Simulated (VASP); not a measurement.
LaPb3, 4 atoms in the cell. It takes space group Pm-3m (No. 221, cubic). Conventional cell: a = 4.880 Å, b = 4.880 Å, c = 4.880 Å, α = 90.00°, β = 90.00°, γ = 90.00°. Within 4.5 Å of La (site symmetry m-3m) lie 12 Pb at 3.45 Å. Pb (site symmetry 4/mmm) has 4 La at 3.45 Å and 8 Pb at 3.45 Å within 4.5 Å. 

```yaml
Program: VASP 6.6.1
Task: single point
Functional: PBEsol
Potentials_or_basis: VASP PAW PBE potentials, release 64 (La, Pb_d)
Cutoff: 520 eV
k_mesh: 6 × 6 × 6
Occupations: gaussian, width 0.05 eV
Spin: no spin polarisation
Dipole_correction: no
k_mesh_for_the_DOS: 9 × 9 × 9
Occupations_for_the_DOS: tetrahedron
Further_INCAR_settings: ALGO = Normal; EDIFF = 1e-07
```

Potentials or basis: VASP PAW PBE potentials, release 64 (La, Pb_d).

The run is started by

```sh
$ cat potpaw_PBE.64/La/POTCAR potpaw_PBE.64/Pb_d/POTCAR > POTCAR
$ cp INCAR.step1 INCAR
$ cp KPOINTS.step1 KPOINTS
$ mpirun -np 1 vasp_std > vasp.out
$ cp INCAR.step2 INCAR
$ cp KPOINTS.step2 KPOINTS
$ mpirun -np 1 vasp_std > vasp.out
```

Hardware: 1 thread of Oxide Virtual Turin-like Processor, with other jobs on the host.

Estimate the wall time of this run.

Wall time 3.2 min on 1 thread of Oxide Virtual Turin-like Processor, on a shared host, peak memory 0.24 GiB. Counts: k points 35.
